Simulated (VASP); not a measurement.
Sn, 2 atoms in the cell. It takes space group Fd-3m (No. 227, cubic). The conventional cell has a = 6.656 Å, b = 6.656 Å, c = 6.656 Å, α = 90.00°, β = 90.00°, γ = 90.00°. Within 3.8 Å of Sn (site symmetry -43m) lie 4 Sn at 2.88 Å. This isn't the form of Sn at room conditions, which is tetragonal (white tin).

* Program: VASP 6.6.1
* Task: single point
* Functional: PBE
* Potentials or basis: VASP PAW PBE potentials, release 64 (Sn_d)
* Cutoff: 520 eV
* k mesh: 9 × 9 × 9
* Occupations: gaussian, width 0.1 eV
* Spin: no spin polarisation
* Dipole correction: no
* Further INCAR settings: ALGO = Fast; EDIFF = 1e-06; NBANDS = 21

Potentials or basis: VASP PAW PBE potentials, release 64 (Sn_d).

The run is started by

```bash
$ cat potpaw_PBE.64/Sn_d/POTCAR > POTCAR
$ mpirun -np 1 vasp_std > vasp.out
```

Hardware: 1 thread of Intel(R) Xeon(R) 6975P-C (Granite Rapids), on a shared host.

Question: Estimate the wall time of this run.

Answer: Run time: 27 s on 1 thread of Intel(R) Xeon(R) 6975P-C (Granite Rapids), with other jobs on the host, peak memory 0.21 GiB. Counts: scf iterations 13, k points 35.
